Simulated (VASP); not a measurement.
## KLiF2: single point with PBE

Crystal: KLiF2.

```
Li K F
1.0
     1.68169    0.97093    5.75738
    -1.68169    0.97093    5.75738
     0.00000   -1.94185    5.75738
Li K F
1 1 2
Direct
  0.00000 0.00000 0.00000
  0.50000 0.50000 0.50000
  0.26807 0.26807 0.26807
  0.73193 0.73193 0.73193
```

* Program: VASP 6.6.1
* Task: single point
* Functional: PBE
* Potentials or basis: VASP PAW PBE potentials, release 64 (Li_sv, K_sv, F)
* Cutoff: 520 eV
* k mesh: 8 × 8 × 8
* Occupations: gaussian, width 0.01 eV
* Spin: no spin polarisation

The largest force is 0.027 eV/Å. The band gap on the k mesh is 6.26 eV.

Forces in eV/Å, atoms in the order of the input:
```
Li   0.000  0.000  0.000
K    0.000  0.000  0.000
F    0.000  0.000 -0.027
F    0.000  0.000  0.027
```

Levels at points of the mesh, in eV from the valence-band top:
```tsv
k point	band 11	band 12	band 13	band 14	band 15	band 16
(0.00, 0.00, 0.00)	-0.11	-0.11	0.00	6.26	8.98	9.69
(0.50, 0.00, 0.00)	-0.66	-0.15	-0.13	7.96	9.77	11.30
(0.50, 0.50, 0.00)	-0.44	-0.33	-0.31	7.98	10.38	10.83
(0.50, 0.50, 0.50)	-0.26	-0.22	-0.22	7.03	8.58	9.19
```

Run time: 3.8 min on 1 thread of Intel Xeon 8259CL (shared host), peak memory 0.35 GiB.

 A k mesh can miss the band edges.
